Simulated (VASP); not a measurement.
Runs of VASP 6.6.1 on Si3F. The structure is that of space group Pm-3m (No. 221), or close to it. The cells are those of the table. The cell was generated, and may not be a known phase.

```tsv
task	cell	k mesh	cutoff (eV)	gap on the mesh (eV)	pressure (GPa)	relaxed volume (Å³/atom)
single point	a = 3.833 Å, 4 atoms	12 × 12 × 12	520	none	-0.1	-
relaxation of cell and atoms	relaxed from a = 3.787, b = 3.787, c = 3.748 Å, 4 atoms	4 × 4 × 4	600	none	0.0	(a)
relaxation of cell and atoms	relaxed from a = 3.834 Å, 4 atoms	12 × 12 × 12	600	none	0.0	14.05
single point	a = 3.842, b = 3.842, c = 3.818 Å, 4 atoms	4 × 4 × 4	520	none	0.1	-
```

Alike in all rows: level PBE; potentials or basis VASP PAW PBE potentials, release 64 (Si, F); no spin polarisation; smearing gaussian 0.1 eV.

Q: Estimate the missing entries.

A: (a) 14.10.

Caveats: some runs use coarse meshes; an odd number of electrons without spin polarisation forces a metal; a magnetic or distorted state may lie lower.

A gap of «none» marks levels without a gap at the run's occupations.
